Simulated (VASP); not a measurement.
# H22CO11 in VASP: notebook

Runs on H22CO11. Level: PBE+D3(BJ). Tasks: single point.

Everything below comes from runs of VASP 6.6.1. Logs are shortened: lines on timing, memory, paths and dates and some standing lists are left out, and cuts for length are marked.

**1. The cell of the first run**

The cell holds an amorphous packing of atoms, 34 atoms: a = 5.486 Å, b = 5.486 Å, c = 5.486 Å, α = 90.00°, β = 90.00°, γ = 90.00°.

**2. Single point, PBE+D3(BJ)**

The input, INCAR:

```
PREC     = Accurate       # precision mode
ENCUT    = 520            # plane-wave cutoff, eV
EDIFF    = 1E-6           # SCF threshold, eV
ISMEAR   = -1             # smearing method
SIGMA    = 0.05           # smearing width, eV
LREAL    = Auto         
LASPH    = T              # aspherical terms in the spheres
NELM     = 100            # most SCF steps
ALGO     = Normal         # electronic algorithm
ISIF     = 2              # what is computed and relaxed
LWAVE    = F              # write WAVECAR
LCHARG   = F              # write CHGCAR
GGA      = PE             # functional
IVDW     = 12             # dispersion correction
NBANDS   = 69             # bands
```

The input, KPOINTS:

```
regular mesh
0
Gamma
  1 1 1
```

The input, POSCAR:

```
H22CO11
1.0
    5.4863810000      0.0000000000      0.0000000000
    0.0000000000      5.4863810000      0.0000000000
    0.0000000000      0.0000000000      5.4863810000
O H C
11 22 1
Direct
    0.9015414715      0.2448608655      1.0942185750
    0.7194542267      0.4105438540      0.7016464952
    0.1677061801      0.9504443822      0.2859808679
    0.9812114762      0.6832919551     -0.0829873098
    0.7845244433     -0.1720806484      0.4150276840
    0.5526776212      0.5155493211      0.1605976690
    0.1599961796      0.5264490381      0.3547876095
    0.0267753916      0.1009955379      0.6579747196
    0.3834950580      0.7028312470      0.6784618130
    0.5093339307      0.1258206457      0.4046747756
    0.4077369034      0.1462895122     -0.0930121331
    0.9878460865      0.1485314272      0.9827060862
    0.7539760728      0.3142690965      1.0032114066
    0.5567604583      0.4772727231      0.6960325942
    0.6279549306      0.2292585951      0.5201242859
    0.1084685879      0.9147924652      0.1128430563
    0.0416668110      1.0455343878      0.3461844885
    1.0760827584      0.5219287541     -0.0981703604
    0.8132865727      0.5667306007     -0.2506934899
    0.9565321840     -0.2187051902      0.4122754143
    0.6672704648     -0.2692667534      0.4951169086
    0.5066363419      0.3746549866      0.0795241891
    0.6951941544      0.6015623049      0.1085961766
    0.2279644815      0.5645980474      0.1941899405
   -0.0138342561      0.4900133622      0.3149617207
    0.0537877337      0.2742062573      0.6322018103
    0.1959944087      0.0339385836      0.6918039414
    0.3449268288      0.7516065691      0.4995825117
    0.1906903658      0.7331426673      0.7199281275
    0.6729208198      0.0808365296      0.3186071110
    0.3517801626      0.2090995868      0.3074522167
    0.7130930207     -0.0309675905     -0.2064566788
    0.5264854920     -0.1804468191      0.0589824148
    0.5525135786     -0.0446195771     -0.0843907851
```

Potentials or basis: VASP PAW PBE potentials, release 64 (O, H, C).

Started as:

```sh
$ cat potpaw_PBE.64/O/POTCAR potpaw_PBE.64/H/POTCAR potpaw_PBE.64/C/POTCAR > POTCAR
$ mpirun -np 1 vasp_gam > vasp.out
```

OUTCAR:

```text
PREC = Accurate
   ENCUT = 520
   EDIFF = 1E-6
   ISMEAR = -1
   LREAL = Auto
   LASPH = T
   NELM = 100
   ISIF = 2
   GGA = PE
   IVDW = 12
 IVDW          = 12

 ion  position               nearest neighbor table
   1  0.902  0.245  0.094-  12 0.94  13 1.02
   2  0.719  0.411  0.702-  14 0.97  19 1.03
   3  0.168  0.950  0.286-  17 0.93  16 1.02
   4  0.981  0.683  0.917-  18 1.03
   5  0.785  0.828  0.415-  21 0.94  20 0.98
   6  0.553  0.516  0.161-  22 0.93  23 0.96
   7  0.160  0.526  0.355-  24 0.98  25 1.00
   8  0.027  0.101  0.658-  26 0.97  27 1.02
   9  0.383  0.703  0.678-  28 1.04  29 1.09
  10  0.509  0.126  0.405-  30 1.04  15 1.07  31 1.11
  11  0.408  0.146  0.907-  34 1.32
  12  0.988  0.149  0.983-   1 0.94
  13  0.754  0.314  0.003-   1 1.02
  14  0.557  0.477  0.696-   2 0.97
  15  0.628  0.229  0.520-  10 1.07
  16  0.108  0.915  0.113-   3 1.02
[... 15 lines left out ...]
  32  0.713  0.969  0.794-  34 1.11
  33  0.526  0.820  0.059-  34 1.09
  34  0.553  0.955  0.916-  33 1.09  32 1.11  11 1.32

  LATTYP: Found a simple cubic cell.
 ALAT       =     5.4863810000

  Lattice vectors:

 A1 = (   5.4863810000,   0.0000000000,   0.0000000000)
 A2 = (   0.0000000000,   5.4863810000,   0.0000000000)
 A3 = (   0.0000000000,   0.0000000000,   5.4863810000)

Analysis of symmetry for initial positions (statically):
=====================================================================
 Subroutine PRICEL returns:
 Original cell was already a primitive cell.

 Routine SETGRP: Setting up the symmetry group for a
 simple cubic supercell.

 Subroutine GETGRP returns: Found  1 space group operations
 (whereof  1 operations were pure point group operations)
 out of a pool of 48 trial point group operations.

The static configuration has the point symmetry C_1 .

Analysis of symmetry for dynamics (positions and initial velocities):
=====================================================================
 Subroutine PRICEL returns:
 Original cell was already a primitive cell.

 Routine SETGRP: Setting up the symmetry group for a
 simple cubic supercell.

 Subroutine GETGRP returns: Found  1 space group operations
 (whereof  1 operations were pure point group operations)
 out of a pool of 48 trial point group operations.

The dynamic configuration has the point symmetry C_1 .

 Subroutine INISYM returns: Found  1 space group operations
 (whereof  1 operations are pure point group operations),
 and found     1 'primitive' translations
[... 139 lines left out ...]
   IBRION =     -1    ionic relax: 0-MD 1-quasi-New 2-CG
   NFREE  =      0    steps in history (QN), initial steepest desc. (CG)
   ISIF   =      2    stress and relaxation
   ISYM   =      2    0-nonsym 1-usesym 2-fastsym
   POTIM  = 0.5000    time-step for ionic-motion
   TEBEG  =    0.0;   TEEND  =   0.0 temperature during run
   PSTRESS=    0.0 pullay stress
   NELECT =      92.0000    total number of electrons
   NUPDOWN=      -1.0000    fix difference up-down
   EMIN   =  10.00;   EMAX   =-10.00  energy-range for DOS
   EFERMI =   0.00;   METHOD = LEGACY
   ISMEAR =    -1;   SIGMA  =   0.05  broadening in eV -4-tet -1-fermi 0-gaus
   EFERMI_NEDOS =   21; number of points for ismear=-14 and -15
   IALGO  =     38    algorithm
   IMIX   =      4    mixing-type and parameters
     AMIX     =   0.40;   BMIX     =  1.00
     AMIX_MAG =   1.60;   BMIX_MAG =  1.00
  volume/ion in A,a.u.               =       4.86        32.78
  Fermi-wavevector in a.u.,A,eV,Ry     =   1.347053  2.545562 24.688490  1.814553
  Thomas-Fermi vector in A             =   2.474835
   LORBIT       =      0    0 simple, 1 ext, 2 COOP (PROOUT), +10 PAW based schemes
   GGA     = PE    functional components
   LHFCALC =     F    Hartree Fock is set to
   AEXX    =    0.0000 exact exchange contribution
   IVDW    =    12    specifies the selected vdW correction
   LEPSILON=     F    determine dielectric tensor
   LRPA    =     F    only Hartree local field effects (RPA)
 non-spin polarized calculation
  energy-cutoff  :      520.00
  volume of cell :      165.14
 maximum number of plane-waves:      2229
 NGX is ok and might be reduce to    42
   NGX = 21   NGY = 21   NGZ = 21

 number of electron      92.0000001 magnetization

 Free energy of the ion-electron system (eV)
  ---------------------------------------------------
  ext. energy  EPLUGINS =         0.00000000
  ---------------------------------------------------
  free energy    TOTEN  =      -155.48987065 eV

  energy without entropy =     -155.48987065  energy(sigma->0) =     -155.48987065

 E-fermi :   3.0388     XC(G=0): -10.5107

 val. band max:        1.7349393771   @ k =   0.0000   0.0000   0.0000
 cond. band min:       5.1880724917   @ k =   0.0000   0.0000   0.0000
 fundamental gap:      3.4531331146
 Fermi energy:         3.0388043400

 k-point     1 :       0.0000    0.0000    0.0000
  band No.  band energies     occupation
      1     -20.3541      2.00000
      2     -18.9894      2.00000
      3     -18.8992      2.00000
      4     -18.5774      2.00000
      5     -18.4346      2.00000
      6     -18.0916      2.00000
[... 50 lines left out ...]
     57      11.6967      0.00000
     58      11.8197      0.00000
 [bands above 58 left out]

------------------------ aborting loop because EDIFF is reached ----------------------------------------

 Edisp (eV)   -2.67186

 E8    (eV) :    -0.5684

  FORCE on cell =-STRESS in cart. coord.  units (eV):
  Direction    XX          YY          ZZ          XY          YZ          ZX
  --------------------------------------------------------------------------------------
  -------------------------------------------------------------------------------------
  Total      22.10435    31.63020    23.68197     2.74683     3.63639    -3.28228
  in kB     214.45219   306.87017   229.75795    26.64922    35.27961   -31.84410
  external pressure =      250.36 kB  Pullay stress =        0.00 kB

 VOLUME and BASIS-vectors are now :
 -----------------------------------------------------------------------------
  energy-cutoff  :      520.00
  volume of cell :      165.14
      direct lattice vectors                 reciprocal lattice vectors
     5.486381000  0.000000000  0.000000000     0.182269514  0.000000000  0.000000000
     0.000000000  5.486381000  0.000000000     0.000000000  0.182269514  0.000000000
     0.000000000  0.000000000  5.486381000     0.000000000  0.000000000  0.182269514

 POSITION                                       TOTAL-FORCE (eV/Angst)
 -----------------------------------------------------------------------------------
      4.94620      1.34340      0.51692        -2.850296      1.042792      1.738121
      3.94720      2.25240      3.84950         0.082240     -0.278024     -1.111677
      0.92010      5.21450      1.56900         1.363686     -1.086063     -4.110129
      5.38330      3.74880      5.03108         1.936752     -1.036842     -1.168267
      4.30420      4.54228      2.27700         0.286189     -0.107062     -1.280684
      3.03220      2.82850      0.88110        -0.663517      2.653979      2.434693
[... 26 lines left out ...]
      2.88850      4.49638      0.32360        -0.262308      0.692118     -0.463196
      3.03130      5.24158      5.02338        -1.942377      2.949050     -1.134084
 -----------------------------------------------------------------------------------
    total drift:                               -0.007798      0.000534      0.003707

  FREE ENERGIE OF THE ION-ELECTRON SYSTEM (eV)
  ---------------------------------------------------
  free  energy   TOTEN  =      -158.1617264945 eV

  energy  without entropy=     -158.1617264945  energy(sigma->0) =     -158.16172649
```

Wall time 24 s (1 thread of Intel Xeon Platinum 8488C (Sapphire Rapids), shared host); peak memory 0.29 GiB.

What came out:

| Quantity | Value |
| --- | --- |
| Free energy | -158.1617 eV |
| Pressure | 25.0 GPa |
| Largest force | 4.465 eV/Å |
| Band gap on the k mesh | 3.45 eV |
| Dispersion energy per atom | -0.079 eV |

Forces on the atoms (eV/Å):
```
O   -2.850  1.043  1.738
O    0.082 -0.278 -1.112
O    1.364 -1.086 -4.110
O    1.937 -1.037 -1.168
O    0.286 -0.107 -1.281
O   -0.664  2.654  2.435
O   -1.588 -2.314  0.089
O    1.819  0.294  0.940
O   -2.576  1.867 -1.187
O    0.935  2.777  0.176
O    1.306 -2.326  0.790
H    0.779 -0.747 -1.916
H    2.383 -0.995 -0.029
H   -1.219  0.198  0.109
H   -1.619  0.684  0.054
H    0.794 -0.852  1.470
H   -1.470  1.691  1.040
H   -1.158  1.756  0.851
H    0.792 -0.192  0.491
H   -0.405 -0.607  0.373
H   -0.201 -0.813  0.447
H   -0.761 -2.051 -2.130
H    1.128 -0.030 -0.729
H   -0.037  0.056  0.509
H    1.165 -0.282 -0.059
H    0.278 -0.075 -0.065
H   -1.315  1.264 -0.190
H    0.682 -0.391  1.106
H    1.399 -1.037  1.299
H   -1.561 -0.700 -0.591
H    2.796 -1.502  1.699
H   -0.296 -0.502  0.548
H   -0.262  0.692 -0.463
C   -1.942  2.949 -1.134
```

Caveat: the k points lie up to 1.15 Å⁻¹ apart.

**3. Single point, PBE+D3(BJ)**

This run uses another cell than the first one, of 5.66 Å³/atom, 1.165 times its volume.

The input, INCAR:

```
SYSTEM = H22CO11
PREC     = Accurate       ! precision mode
ENCUT    = 520            ! plane-wave cutoff, eV
EDIFF    = 1E-6           ! SCF threshold, eV
ISMEAR   = -1             ! smearing method
SIGMA    = 0.05           ! smearing width, eV
LREAL    = Auto         
LASPH    = .TRUE.         ! aspherical terms in the spheres
NELM     = 60             ! most SCF steps
ALGO     = Normal         ! electronic algorithm
ISIF     = 2              ! what is computed and relaxed
LWAVE    = .FALSE.        ! write WAVECAR
LCHARG   = .FALSE.        ! write CHGCAR
GGA      = PE             ! functional
IVDW     = 12             ! dispersion correction
NBANDS   = 69             ! bands
```

The input, KPOINTS:

```
regular mesh
0
G
  1 1 1
  0 0 0
```

The input, POSCAR:

```
H22CO11
1.0
    5.7725860000      0.0000000000      0.0000000000
    0.0000000000      5.7725860000      0.0000000000
    0.0000000000      0.0000000000      5.7725860000
O H C
11 22 1
Direct
    0.9276778207      0.2303820160      1.0554714993
    0.6635674202      0.5397407678      0.7260350907
    0.1639126728      0.8611218612      0.3155431552
    1.0154028021      0.7178238661     -0.0567683184
    0.7635226223     -0.0818177503      0.4384689981
    0.4810495677      0.5992461611      0.1489973471
    0.1457232512      0.3674089914      0.3344948001
    0.1495863379      0.2354577307      0.7158663379
    0.3083366796      0.6989241910      0.5932696369
    0.5239592793      0.2613560023      0.4394044541
    0.4632412579      0.1399892527      0.0564564997
    1.0111239573      0.2139942133      0.9141830022
    0.7584988773      0.2703640968      1.0547265991
    0.5579821591      0.6399558188      0.6162922475
    0.6867459402      0.4103706727      0.6190119991
    0.2107027942      0.9774648658      0.1910408957
    0.0642866126      0.7679573765      0.2064759191
    1.0839855829      0.5886443268      0.0204934149
    0.8793805757      0.6609862547     -0.1480792144
    0.9167641677     -0.0292589838      0.3935671119
    0.6833159350     -0.1467799700      0.2994498480
    0.5789952718      0.5142236079      0.2476186583
    0.5325342923      0.5280822148     -0.0021307608
    0.2465965860      0.4528473028      0.2381774823
    0.0196792218      0.3165132577      0.2385932405
    0.2985490385      0.2796666866      0.6590980195
    0.1403357178      0.0928699893      0.6433858240
    0.1655757056      0.6029706617      0.5492512368
    0.2726854134      0.6987509584      0.7545491743
    0.6069376879      0.1020859629      0.4752462761
    0.3763824393      0.2238338242      0.3534637682
    0.7095260253      0.0034126819     -0.2096287522
    0.5079872348     -0.1754672862      0.0267124647
    0.5441062290     -0.0183973006     -0.0559541252
```

Potentials or basis: VASP PAW PBE potentials, release 64 (O, H, C).

Started as:

```sh
$ cat potpaw_PBE.64/O/POTCAR potpaw_PBE.64/H/POTCAR potpaw_PBE.64/C/POTCAR > POTCAR
$ mpirun -np 1 vasp_gam > vasp.out
```

Run time: 26 s. Hardware: 1 thread of Intel Xeon Platinum 8488C (Sapphire Rapids), shared host; peak memory 0.3 GiB.

The run converged. Its results:

| Quantity | Value |
| --- | --- |
| Free energy | -160.7686 eV |
| Pressure | 23.2 GPa |
| Largest force | 5.442 eV/Å |
| Band gap on the k mesh | 2.69 eV |
| Dispersion energy per atom | -0.067 eV |

Forces in eV/Å, atoms in the order of the input:
```
O   -5.155 -0.386  1.698
O    0.996  0.871  0.217
O   -1.054  3.128 -4.270
O   -0.304  0.796 -0.616
O   -2.107 -1.218  0.033
O   -0.025 -0.864 -1.904
O    0.410  1.462  2.846
O   -0.696  0.670  1.665
O   -0.775 -1.303  1.535
O    0.543 -1.565  1.162
O   -0.307  1.398 -1.282
H    0.957  0.334 -2.063
H    1.458 -0.578 -0.728
H    0.200 -0.874  1.412
H   -0.058 -0.338  0.174
H   -0.240 -0.854  1.282
H    0.372  1.014  1.041
H    0.028 -1.294 -0.273
H   -0.257 -0.599 -0.341
H    1.257 -0.258 -0.627
H    0.766  0.292  0.874
H    0.812 -1.499  2.077
H   -0.272  0.436 -0.087
H    1.212  1.142 -0.947
H   -0.943 -0.626 -0.990
H    1.509  0.987 -0.343
H   -0.549 -2.716 -1.329
H    1.721  0.524 -0.704
H    0.080  0.309  1.455
H   -0.276  1.279 -0.764
H    0.699  0.474  0.712
H   -2.738 -0.120  2.099
H   -0.338 -1.615 -0.715
C    3.075  1.591 -2.300
```

Stress tensor (GPa, compression positive):
```
16.32 -1.47  5.68
-1.47 25.09 -1.43
 5.68 -1.43 28.30
```

Levels at points of the mesh, in eV from the valence-band top:
| k point | band 44 | band 45 | band 46 | band 47 | band 48 | band 49 |
| --- | --- | --- | --- | --- | --- | --- |
| (0.00, 0.00, 0.00) | -0.72 | -0.51 | 0.00 | 2.69 | 4.48 | 7.01 |

Caveat: the k points lie up to 1.09 Å⁻¹ apart.

[end of part 1 of 4]
